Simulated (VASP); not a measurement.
Write the native input for VASP 6.6.1 that does the following.

- Task: single point
- Functional: PBE
- Potentials or basis: VASP PAW PBE potentials, release 64 (Al)
- Cutoff: 520 eV
- k mesh: 13 × 13 × 7
- Occupations: fermi-dirac, width 0.1 eV
- Spin: no spin polarisation
- Dipole correction: no
- Further INCAR settings: ALGO = Normal; EDIFF = 1e-06; NBANDS = 10

The structure of Al lies in POSCAR:

```
Al
1.0
    2.8776024038      0.0000000000      0.0000000000
   -1.4388012019      2.4920767837      0.0000000000
    0.0000000000      0.0000000000      4.6361294923
Al
2
Direct
    0.3333333333      0.6666666667      0.2500000000
    0.6666666667      0.3333333333      0.7500000000
```

These files were run (other wordings do the same):

INCAR

```
SYSTEM = Al
PREC = Accurate
ENCUT = 520
EDIFF = 1E-6
ISMEAR = -1
SIGMA = 0.1
LREAL = .FALSE.
LASPH = .TRUE.
NELM = 60
ALGO = Normal
ISIF = 2
LWAVE = .FALSE.
LCHARG = .FALSE.
GGA = PE
NBANDS = 10
```

KPOINTS

```
Automatic mesh
0
G
  13 13 7
  0 0 0
```

Potentials or basis: VASP PAW PBE potentials, release 64 (Al).

Command:

```console
$ cat potpaw_PBE.64/Al/POTCAR > POTCAR
$ mpirun -np 1 vasp_std > vasp.out
```

It gave:

| Item | Value |
| --- | --- |
| Pressure | 0.0 GPa |
| Band gap on the k mesh | zero (band 3 reaches 11.33 eV, above the bottom of band 4 at 5.13 eV) |

It took 15 s on 1 thread of Intel Xeon 6975P-C (shared host), peak memory 0.16 GiB.
